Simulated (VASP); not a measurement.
A run of VASP 6.6.1 is set up as follows.

File INCAR:

```
ALGO = Fast ; EDIFF = 1E-6
ENCUT = 520 ; GGA = CA
ISIF = 2 ; ISMEAR = 1
LASPH = T ; LCHARG = F
LREAL = F ; LWAVE = F
NBANDS = 22 ; NELM = 100
PREC = Accurate ; SIGMA = 0.02
```

Contents of KPOINTS:

```
k-points
0
Gamma
  18 18 12
```

File POSCAR:

```
Rh
1.0
    2.7309790422      0.0000000000      0.0000000000
   -1.3654895211      2.3650972278      0.0000000000
    0.0000000000      0.0000000000      4.4284890000
Rh
2
Direct
    0.6666666667      0.3333333333      0.7500000000
    0.3333333333      0.6666666667      0.2500000000
```

Potentials or basis: VASP PAW LDA potentials, release 64 (Rh_pv).

The run is started by

```bash
$ cat potpaw_LDA.64/Rh_pv/POTCAR > POTCAR
$ mpirun -np 1 vasp_std > vasp.out
```

Task: What does it give for the band gap on the k mesh?

Result: Zero (band 15 reaches 11.67 eV, above the bottom of band 16 at 9.39 eV).

Task: What does it give for the pressure?

Result: -18.9 GPa.

Stress tensor (GPa, compression positive):
```
-18.08   0.00   0.00
  0.00 -18.08   0.00
  0.00   0.00 -20.54
```
